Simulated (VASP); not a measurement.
Runs of VASP 6.6.1 on C. The structure is that of space group R-3m (No. 166), or close to it. The cells are those of the table. 

```csv
cell,gap on the mesh (eV),pressure (GPa),largest force (eV/Å)
"a = 9.648 Å, angles 15.0°, 10 atoms",3.53,(b),1.26
"a = 10.463 Å, angles 13.4°, 10 atoms",4.76,(a),0.20
"a = 9.921 Å, angles 14.6°, 10 atoms",3.93,(c),0.59
"a = 9.650 Å, angles 15.2°, 10 atoms",3.35,38.0,1.34
```

Alike in all rows: task single point; level PBE; potentials or basis VASP PAW PBE potentials, release 64 (C); no spin polarisation; k mesh 12 × 12 × 12; cutoff (eV) 520; smearing gaussian 0.05 eV.

Q: Fill in the values left out.

A: (a) 30.9; (b) 48.2; (c) 29.2.

Caveats: forces of over 1 eV/Å act on the atoms, so gaps and moduli don't describe the material at rest (at least some runs); the stress differs along the axes, from 5 to 135 GPa (at least some runs); the stress differs along the axes, from 4 to 45 GPa (at least some runs); the stress differs along the axes, from 3 to 81 GPa (at least some runs); the stress differs along the axes, from -8 to 131 GPa (at least some runs).

A k mesh can miss the band edges.
